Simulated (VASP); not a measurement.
# Zn16Se15 (a cell with a defect): single point with PBE

Zn16Se15 (a cell with a defect):

```xyz
31
Lattice="-5.7318 5.7318 -5.7318 5.7318 -5.7318 -5.7318 -5.7318 -5.7318 5.7318" Properties=species:S:1:pos:R:3 pbc="T T T"
Zn   -2.5333   -0.3326   -3.1985
Zn   -2.8894   -2.8962   -0.0236
Zn   -2.8962   -5.7082    2.8894
Zn   -6.0644    3.1985   -3.1985
Zn   -2.8894    2.8423   -5.7621
Zn   -6.0644   -0.3326    0.3326
Zn   -5.7014   -2.8894    2.8894
Zn    2.8423   -5.7082   -2.8356
Zn   -5.7014   -5.7082   -5.7553
Zn   -2.8962   -2.8894   -5.7553
Zn   -2.8894   -5.7014   -2.8423
Zn    0.0236   -2.8894   -2.8356
Zn    3.1985   -2.5333   -5.3992
Zn    0.0236   -5.7082   -0.0303
Zn   -5.7082   -2.8962   -2.8423
Zn    0.0236    0.0303   -5.7553
Se   -4.2642   -1.4509    1.4509
Se   -4.2988   -4.2988    4.2988
Se   -1.4509   -1.4150   -7.1300
Se   -4.2642    4.3168   -4.3168
Se   -1.4509   -4.2642   -4.2808
Se   -1.4150   -7.1467   -1.4676
Se    1.4329   -4.2988   -1.4329
Se    4.3168   -4.3335   -4.2808
Se   -4.3335   -1.4509   -4.3168
Se   -4.2988   -4.2988   -1.4329
Se   -1.4150   -1.4509   -1.3983
Se    1.3983   -1.4150   -4.2808
Se   -1.4509   -4.3335    1.4150
Se   -7.1827   -1.4509   -1.4676
Se   -1.4150    1.4676   -4.3168
```

This cell differs from its parent crystal: atoms taken out, then relaxed in part.

```yaml
Program: VASP 6.6.1
Task: single point
Functional: PBE
Potentials_or_basis: VASP PAW PBE potentials, release 64 (Zn, Se)
Cutoff: 520 eV
k_mesh: 2 × 2 × 2, shifted
Occupations: gaussian, width 0.01 eV
Spin: no spin polarisation
Dipole_correction: no
Charge: 2
Further_INCAR_settings: LREAL = Auto; ALGO = Normal; EDIFF = 1e-06; NBANDS = 162; NELECT = 280.0
```

| Property | Result |
| --- | --- |
| Largest force | 0.025 eV/Å |

Forces on the atoms (eV/Å):
```
Zn  -0.004  0.004  0.004
Zn   0.009 -0.008  0.009
Zn  -0.008 -0.009 -0.009
Zn   0.004 -0.004  0.004
Zn   0.009  0.009 -0.008
Zn   0.004  0.004 -0.004
Zn   0.008  0.009 -0.009
Zn   0.009 -0.009  0.008
Zn   0.008 -0.009  0.009
Zn  -0.008  0.009  0.009
Zn   0.009  0.008 -0.009
Zn  -0.009  0.009  0.008
Zn  -0.004 -0.004 -0.004
Zn  -0.009 -0.009 -0.008
Zn  -0.009 -0.008 -0.009
Zn  -0.009  0.008  0.009
Se   0.001 -0.018  0.018
Se   0.000  0.000  0.000
Se  -0.018  0.018  0.001
Se   0.001  0.018 -0.018
Se  -0.018  0.001  0.018
Se   0.018  0.018 -0.001
Se   0.000  0.000  0.000
Se   0.018 -0.001  0.018
Se  -0.001 -0.018 -0.018
Se   0.000  0.000  0.000
Se   0.018 -0.018  0.001
Se  -0.001  0.018  0.018
Se  -0.018 -0.001 -0.018
Se  -0.018 -0.018 -0.001
Se   0.018  0.001 -0.018
```

Levels at points of the mesh, in eV from the Fermi level:
| k point | band 137 | band 138 | band 139 | band 140 | band 141 | band 142 | band 143 | band 144 |
| --- | --- | --- | --- | --- | --- | --- | --- | --- |
| (0.25, 0.25, 0.25) | -0.14 | -0.09 | -0.09 | -0.09 | 2.75 | 2.93 | 2.93 | 2.93 |

Wall time 24 min on 1 thread of Intel Xeon 8259CL, on a shared host, peak memory 1 GiB.

Caveat: the cell carries a net charge on a neutralising background, which shifts energy and pressure; the cell differs from its parent crystal (atoms taken out, then relaxed in part); the cell is charged against a uniform background, so pressure and absolute levels hang on convention.
